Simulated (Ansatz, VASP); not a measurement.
**Au in VASP and in Ansatz**

```
CELL_PARAMETERS angstrom
0.00000 2.14778 1.94322
2.14778 0.00000 1.94322
2.14778 2.14778 0.00000
ATOMIC_POSITIONS crystal
Au 0.00000 0.00000 0.00000
```

Change from the starting cell: strain +0.050 along x and y, -0.050 along z, atoms carried along.

Alike in both runs: task single point; functional PBEsol; k mesh 20 × 20 × 20; occupations gaussian, width 0.15 eV; no spin polarisation.

|  | VASP | Ansatz |
| --- | --- | --- |
| version | VASP 6.6.1 | Ansatz 0.2.0 |
| potentials or method | VASP PAW PBE potentials, release 64 (Au), cutoff 520 eV | scalar-relativistic, plane waves, PAW |
| valence electrons in the cell | 11 | 19 |

|  | VASP | Ansatz | Ansatz less VASP |
| --- | --- | --- | --- |
| gap on the k mesh at the Fermi level (eV) | none | none | - |
| pressure (GPa) | -7.8 | -7.6 | +0.24 |
| traceless stress, the component that is largest in VASP (GPa) | 0.81 | 0.79 | -0.015 |

VASP's potentials were made for PBE, not for PBEsol. A gap of «none» marks a metal or a gap that the smearing closes. With one functional, cell and mesh, what is left measures potentials, basis and numerics. VASP's potentials hold 11 valence electrons a cell and Ansatz's 19, so a difference there can come from the potentials and not from the codes.

Spin-orbit coupling is off throughout.
